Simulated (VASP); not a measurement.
# WSe2: single point with PBE+D3(BJ)

System: WSe2, a slab with vacuum.

```
CELL_PARAMETERS angstrom
3.28549 0.00000 0.00000
-1.64275 2.84532 0.00000
0.00000 0.00000 24.23865
ATOMIC_POSITIONS crystal
Se 0.33333 0.66667 0.18565
Se 0.33333 0.66667 0.32466
Se 0.50000 0.00000 0.46122
Se 0.50000 0.00000 0.60023
W 0.66667 0.33333 0.25516
W 0.83333 0.66667 0.53072
```

This cell differs from its parent crystal: layers slid over each other.

```json
{"Program": "VASP 6.6.1", "Task": "single point", "Functional": "PBE", "Dispersion": "D3(BJ)", "Potentials or basis": "VASP PAW PBE potentials, release 64 (Se, W_sv)", "Cutoff": "520 eV", "k mesh": "9 × 9 × 1", "Occupations": "gaussian, width 0.05 eV", "Spin": "no spin polarisation"}
```

```json
{
  "Largest force": "0.092 eV/Å",
  "Band gap on the k mesh": "1.50 eV (least direct gap 1.63 eV)",
  "Dispersion energy per atom": "-0.393 eV"
}
```

Forces in eV/Å, atoms in the order of the input:
```
Se   0.000  0.003 -0.038
Se   0.000 -0.088 -0.027
Se   0.000  0.085  0.031
Se   0.000  0.001  0.041
W    0.000 -0.022  0.010
W    0.000  0.021 -0.016
```

Levels at points of the mesh, in eV from the valence-band top:
```tsv
k point	band 24	band 25	band 26	band 27	band 28	band 29
(0.00, 0.00, 0.00)	-1.19	-0.63	0.00	2.92	2.94	2.96
```

It took 3.4 min on 1 thread of Intel(R) Xeon(R) Platinum 8488C (Sapphire Rapids), on a shared host, peak memory 0.41 GiB.

Caveat: the cell differs from its parent crystal (layers slid over each other); spin-orbit coupling is left out, which moves the levels of the heavy elements.
